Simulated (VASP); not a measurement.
## CaO: single point with PBE+U

CaO:

```
CELL_PARAMETERS angstrom
0.00000 2.40356 2.40356
2.40356 0.00000 2.40356
2.40356 2.40356 0.00000
ATOMIC_POSITIONS crystal
Ca 0.00000 0.00000 0.00000
O 0.50000 0.50000 0.50000
```

```
Program             : VASP 6.6.1
Task                : single point
Functional          : PBE
Potentials or basis : VASP PAW PBE potentials, release 64 (Ca_sv, O)
Cutoff              : 600 eV
k mesh              : 8 × 8 × 8
Occupations         : gaussian, width 0.1 eV
Spin                : collinear spin, ferromagnetic start
Starting moments    : [0.0, -3.0] μB
Hubbard terms       : O p U = 3.2 eV
```

* Pressure: 1.4 GPa
* Band gap on the k mesh: 3.70 eV (least direct gap 4.07 eV)
* Net moment: 0.00 μB per cell
* Valence electrons inside the program's atomic spheres: Ca 8.22; O 5.02

Levels at points of the mesh, in eV from the valence-band top:
Spin up:
```tsv
k point	band 4	band 5	band 6	band 7	band 8	band 9	band 10	band 11	band 12	band 13
(0.00, 0.00, 0.00)	-18.36	-15.34	0.00	0.00	0.00	4.81	6.28	6.28	6.28	7.79
(0.50, 0.00, 0.00)	-18.41	-14.16	-2.61	-1.19	-1.19	7.08	8.40	8.40	8.59	10.46
(0.50, 0.50, 0.00)	-18.59	-15.09	-1.28	-0.37	-0.37	3.70	8.12	8.95	9.58	9.58
```
Spin down:
```
           k point  band 6  band 7  band 8  band 9  band 10  band 11
(0.00, 0.00, 0.00)    0.00    0.00    0.00    4.81     6.28     6.28
(0.50, 0.00, 0.00)   -2.61   -1.19   -1.19    7.08     8.40     8.40
(0.50, 0.50, 0.00)   -1.28   -0.37   -0.37    3.70     8.12     8.95
```

It took 76 s on 1 thread of Intel Xeon 8259CL, with other jobs on the host, peak memory 0.19 GiB.

A k mesh can miss the band edges. The state reached can hang on the start; a lower one may exist.
